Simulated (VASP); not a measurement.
# Li (P6_3/mmc) in VASP: single point with PBE

Aim: the single point of Li with PBE.

Everything below comes from runs of VASP 6.6.1. Logs are shortened: lines on timing, memory, paths and dates and some standing lists are left out, and cuts for length are marked.

**1. The cell of the first run**

Symmetry: P6_3/mmc, No. 194, hexagonal system. The conventional cell has a = 3.053 Å, b = 3.053 Å, c = 10.021 Å, α = 90.00°, β = 90.00°, γ = 120.00°. Within 4.0 Å of Li (site symmetry -3m) lie 12 Li at 3.05 to 3.06 Å. Li (site symmetry -6m2) has 12 Li at 3.05 to 3.06 Å within 4.0 Å.

**2. Single point, PBE**

INCAR reads:

```
PREC = Accurate
ENCUT = 520
EDIFF = 1E-7
ISMEAR = 0
SIGMA = 0.1
LREAL = F
LASPH = T
NELM = 100
ALGO = Normal
ISIF = 2
LWAVE = F
LCHARG = T
GGA = PE
LELF = T
LVHAR = T
NBANDS = 14
```

KPOINTS reads:

```
regular mesh
0
Gamma
  18 18 4
```

POSCAR reads:

```
Li
1.0
    3.0528966474      0.0000000000      0.0000000000
   -1.5264483237      2.6438860518      0.0000000000
    0.0000000000      0.0000000000     10.0206460055
Li
4
Direct
    0.0000000000      0.0000000000      0.0000000000
    0.0000000000      0.0000000000      0.5000000000
    0.3333333333      0.6666666667      0.2500000000
    0.6666666667      0.3333333333      0.7500000000
```

Potentials or basis: VASP PAW PBE potentials, release 64 (Li_sv).

The run is started by

```bash
> cat potpaw_PBE.64/Li_sv/POTCAR > POTCAR
> mpirun -np 1 vasp_std > vasp.out
```

OUTCAR:

```text
PREC = Accurate
   ENCUT = 520
   EDIFF = 1E-7
   ISMEAR = 0
   LREAL = F
   LASPH = T
   NELM = 100
   ISIF = 2
   GGA = PE

 ion  position               nearest neighbor table
   1  0.000  0.000  0.000-
   2  0.000  0.000  0.500-
   3  0.333  0.667  0.250-
   4  0.667  0.333  0.750-

  LATTYP: Found a hexagonal cell.
 ALAT       =     3.0528966474
 C/A-ratio  =     3.2823404009

  Lattice vectors:

 A1 = (   3.0528966474,   0.0000000000,   0.0000000000)
 A2 = (  -1.5264483237,   2.6438860518,   0.0000000000)
 A3 = (   0.0000000000,   0.0000000000,  10.0206460055)

Analysis of symmetry for initial positions (statically):
=====================================================================
 Subroutine PRICEL returns:
 Original cell was already a primitive cell.

 Routine SETGRP: Setting up the symmetry group for a
 hexagonal supercell.

 Subroutine GETGRP returns: Found 24 space group operations
 (whereof 12 operations were pure point group operations)
 out of a pool of 24 trial point group operations.

The static configuration has the point symmetry D_3d.
 The point group associated with its full space group is D_6h.

Analysis of symmetry for dynamics (positions and initial velocities):
=====================================================================
 Subroutine PRICEL returns:
 Original cell was already a primitive cell.

 Routine SETGRP: Setting up the symmetry group for a
 hexagonal supercell.

 Subroutine GETGRP returns: Found 24 space group operations
 (whereof 12 operations were pure point group operations)
 out of a pool of 24 trial point group operations.

The dynamic configuration has the point symmetry D_3d.
 The point group associated with its full space group is D_6h.

 Subroutine INISYM returns: Found 24 space group operations
 (whereof 12 operations are pure point group operations),
 and found     1 'primitive' translations

----------------------------------------------------------------------------------------

                                     Primitive cell

  volume of cell :      80.8818

  direct lattice vectors                    reciprocal lattice vectors
     3.052896647  0.000000000  0.000000000     0.327557764  0.189115563  0.000000000
    -1.526448324  2.643886052  0.000000000     0.000000000  0.378231127  0.000000000
     0.000000000  0.000000000 10.020646005     0.000000000  0.000000000  0.099793965

  length of vectors
     3.052896647  3.052896647 10.020646005     0.378231127  0.378231127  0.099793965

  position of ions in fractional coordinates (direct lattice)
     0.000000000  0.000000000  0.000000000
     0.000000000  0.000000000  0.500000000
     0.333333333  0.666666667  0.250000000
     0.666666667  0.333333333  0.750000000

  ion indices of the primitive-cell ions
   primitive index   ion index
                 1           1
                 2           2
                 3           3
                 4           4

----------------------------------------------------------------------------------------

 KPOINTS: regular mesh

Automatic generation of k-mesh.
 Grid dimensions read from file:
 generate k-points for:   18   18    4

 Generating k-lattice:

  Cartesian coordinates                     Fractional coordinates (reciprocal lattice)
     0.018197654  0.010506420  0.000000000     0.055555556  0.000000000  0.000000000
     0.000000000  0.021012840  0.000000000     0.000000000  0.055555556  0.000000000
     0.000000000  0.000000000  0.024948491     0.000000000  0.000000000  0.250000000

  Length of vectors
     0.021012840  0.021012840  0.024948491

  Shift w.r.t. Gamma in fractional coordinates (k-lattice)
     0.000000000  0.000000000  0.000000000

 Subroutine IBZKPT returns following result:
 ===========================================

 Found    111 irreducible k-points:

 Following reciprocal coordinates:
            Coordinates               Weight
  0.000000  0.000000  0.000000      1.000000
  0.055556 -0.000000  0.000000      6.000000
  0.111111 -0.000000  0.000000      6.000000
  0.166667 -0.000000  0.000000      6.000000
  0.222222 -0.000000  0.000000      6.000000
  0.277778 -0.000000  0.000000      6.000000
[... 16 lines left out ...]
  0.333333  0.111111  0.000000     12.000000
  0.388889  0.111111  0.000000     12.000000
 [... further k-points ...]
   k-points           NKPTS =    111   k-points in BZ     NKDIM =    111   number of bands    NBANDS=     14
   number of dos      NEDOS =    301   number of ions     NIONS =      4
   total plane-waves  NPLWV =  46080
   dimension x,y,z NGX =    24 NGY =   24 NGZ =   80
   dimension x,y,z NGXF=    48 NGYF=   48 NGZF=  160
   ions per type =               4
   NGX,Y,Z   is equivalent  to a cutoff of  13.07, 13.07, 13.27 a.u.
   NGXF,Y,Z  is equivalent  to a cutoff of  26.14, 26.14, 26.54 a.u.
 SYSTEM =  unknown system
   PREC   = accura    normal or accurate (medium, high low for compatibility)
   ISTART =      0    job   : 0-new  1-cont  2-samecut
   ICHARG =      2    charge: 1-file 2-atom 10-const
   ISPIN  =      1    spin polarized calculation?
   LNONCOLLINEAR =      F non collinear calculations
   LSORBIT =      F    spin-orbit coupling
   LASPH  =      T    aspherical Exc in radial PAW
   ENCUT  =  520.0 eV  38.22 Ry    6.18 a.u.   5.68  5.68 18.63*2*pi/ulx,y,z
   NELM   =    100;   NELMIN=  2; NELMDL= -5     # of ELM steps
   EDIFF  = 0.1E-06   stopping-criterion for ELM
   LREAL  =      F    real-space projection
   EDIFFG = 0.1E-05   stopping-criterion for IOM
   NSW    =      0    number of steps for IOM
   IBRION =     -1    ionic relax: 0-MD 1-quasi-New 2-CG
   NFREE  =      0    steps in history (QN), initial steepest desc. (CG)
   ISIF   =      2    stress and relaxation
   ISYM   =      2    0-nonsym 1-usesym 2-fastsym
   POTIM  = 0.5000    time-step for ionic-motion
   TEBEG  =    0.0;   TEEND  =   0.0 temperature during run
   PSTRESS=    0.0 pullay stress
   NELECT =      12.0000    total number of electrons
   NUPDOWN=      -1.0000    fix difference up-down
   EMIN   =  10.00;   EMAX   =-10.00  energy-range for DOS
   EFERMI =   0.00;   METHOD = LEGACY
   ISMEAR =     0;   SIGMA  =   0.10  broadening in eV -4-tet -1-fermi 0-gaus
   EFERMI_NEDOS =   21; number of points for ismear=-14 and -15
   IALGO  =     38    algorithm
   IMIX   =      4    mixing-type and parameters
     AMIX     =   0.40;   BMIX     =  1.00
     AMIX_MAG =   1.60;   BMIX_MAG =  1.00
  volume/ion in A,a.u.               =      20.22       136.45
  Fermi-wavevector in a.u.,A,eV,Ry     =   0.866666  1.637761 10.219470  0.751110
  Thomas-Fermi vector in A             =   1.985088
   LORBIT       =      0    0 simple, 1 ext, 2 COOP (PROOUT), +10 PAW based schemes
   GGA     = PE    functional components
   LHFCALC =     F    Hartree Fock is set to
   AEXX    =    0.0000 exact exchange contribution
   IVDW    =     0    specifies the selected vdW correction
   LEPSILON=     F    determine dielectric tensor
   LRPA    =     F    only Hartree local field effects (RPA)
 non-spin polarized calculation
 Gauss-broadening in eV      SIGMA  =   0.10
  energy-cutoff  :      520.00
  volume of cell :       80.88
 maximum number of plane-waves:      2210
 NGX is ok and might be reduce to    24
   NGX = 11   NGY = 11   NGZ = 37

 number of electron      12.0000003 magnetization

 Free energy of the ion-electron system (eV)
  ---------------------------------------------------
  ext. energy  EPLUGINS =         0.00000000
  ---------------------------------------------------
  free energy    TOTEN  =        -7.62997819 eV

  energy without entropy =       -7.61940763  energy(sigma->0) =       -7.62469291

 E-fermi :   0.6364     XC(G=0):  -7.0501

 val. band max:        0.6341009064   @ k =   0.5000  -0.0000   0.2500
 cond. band min:       0.6522925445   @ k =   0.0556  -0.0000   0.0000
 fundamental gap:      0.0181916380
 Fermi energy:         0.6364329229

 k-point     1 :       0.0000    0.0000    0.0000
  band No.  band energies     occupation
      1     -45.8923      2.00000
      2     -45.8838      2.00000
      3     -45.8829      2.00000
      4     -45.8745      2.00000
      5      -2.9319      2.00000
      6      -1.8248      2.00000
      7      -1.8241      2.00000
      8       0.5872      1.51396
      9       3.5248      0.00000
     10       8.5415      0.00000
     11       8.5461      0.00000
     12      13.2354      0.00000
     13      13.2355      0.00000
     14      13.8110      0.00000

 k-point     2 :       0.0556   -0.0000    0.0000
  band No.  band energies     occupation
      1     -45.8918      2.00000
      2     -45.8835      2.00000
      3     -45.8825      2.00000
      4     -45.8742      2.00000
      5      -2.8825      2.00000
      6      -1.7740      2.00000
      7      -1.7733      2.00000
      8       0.6523      0.82253
      9       3.5440      0.00000
     10       8.5651      0.00000
     11       8.5720      0.00000
     12      12.6280      0.00000
     13      12.7772      0.00000
     14      13.6791      0.00000

 k-point     3 :       0.1111   -0.0000    0.0000
  band No.  band energies     occupation
      1     -45.8904      2.00000
      2     -45.8825      2.00000
      3     -45.8815      2.00000
      4     -45.8735      2.00000
      5      -2.7346      2.00000
      6      -1.6219      2.00000
      7      -1.6213      2.00000
      8       0.8475      0.00283
      9       3.5997      0.00000
     10       8.6188      0.00000
     11       8.6404      0.00000
     12      11.4299      0.00000
     13      12.0324      0.00000
     14      12.5262      0.00000
[... 324 lines left out ...]
 k-point    23 :       0.3333    0.1111    0.0000
  band No.  band energies     occupation
      1     -45.8759      2.00000
      2     -45.8726      2.00000
      3     -45.8716      2.00000
      4     -45.8684      2.00000
      5      -0.3787      2.00000
      6       0.6793      0.54423
      7       0.6927      0.42622
      8       3.1445      0.00000
      9       3.8962      0.00000
     10       5.2124      0.00000
     11       5.4668      0.00000
     12       6.2925      0.00000
     13       7.7995      0.00000
     14       8.6351      0.00000

 k-point    24 :       0.3889    0.1111    0.0000
  band No.  band energies     occupation
      1     -45.8741      2.00000
      2     -45.8716      2.00000
      3     -45.8707      2.00000
      4     -45.8682      2.00000
      5       0.3037      2.00000
      6       1.1930      0.00000
      7       1.2492      0.00000
      8       2.4221      0.00000
      9       4.3224      0.00000
     10       4.4118      0.00000
     11       5.0990      0.00000
     12       6.3961      0.00000
     13       7.2770      0.00000
     14       7.3577      0.00000

 [... further k-points ...]
[... 5 lines left out ...]
  --------------------------------------------------------------------------------------
  -------------------------------------------------------------------------------------
  Total       -0.0445803     -0.0445803     -0.0186496      0.0000000     -0.0000000      0.0000000
  in kB       -0.8830856     -0.8830856     -0.3694278      0.0000000     -0.0000000      0.0000000
  external PRESSURE =      -0.7118664 kB  Pullay stress =       0.0000000 kB

 VOLUME and BASIS-vectors are now :
 -----------------------------------------------------------------------------
  energy-cutoff  :      520.00
  volume of cell :       80.88
      direct lattice vectors                 reciprocal lattice vectors
     3.052896647  0.000000000  0.000000000     0.327557764  0.189115563  0.000000000
    -1.526448324  2.643886052  0.000000000     0.000000000  0.378231127  0.000000000
     0.000000000  0.000000000 10.020646005     0.000000000  0.000000000  0.099793965

 POSITION                                       TOTAL-FORCE (eV/Angst)
 -----------------------------------------------------------------------------------
      0.00000      0.00000      0.00000         0.000000     -0.000000      0.000000
      0.00000      0.00000      5.01032         0.000000     -0.000000      0.000000
     -0.00000      1.76259      2.50516        -0.000000      0.000000      0.000000
      1.52645      0.88130      7.51548         0.000000      0.000000     -0.000000
 -----------------------------------------------------------------------------------
    total drift:                               -0.000000      0.000000     -0.000000

  FREE ENERGIE OF THE ION-ELECTRON SYSTEM (eV)
  ---------------------------------------------------
  free  energy   TOTEN  =        -7.6299781917 eV

  energy  without entropy=       -7.6194076266  energy(sigma->0) =       -7.62469291
```

It took 100 s on 1 thread of Intel Xeon Platinum 8259CL at 2.50GHz (Skylake/Cascade Lake), shared host; peak memory 0.23 GiB.

Results:

```
Free energy            : -7.6300 eV
Band gap on the k mesh : zero (band 6 reaches 2.22 eV, above the bottom of band 7 at -1.82 eV)
```

Caveat: the cutoff is under 1.25 times the usual one of these potentials, so pressure, stress and relaxed cells hold a basis-set (Pulay) error.
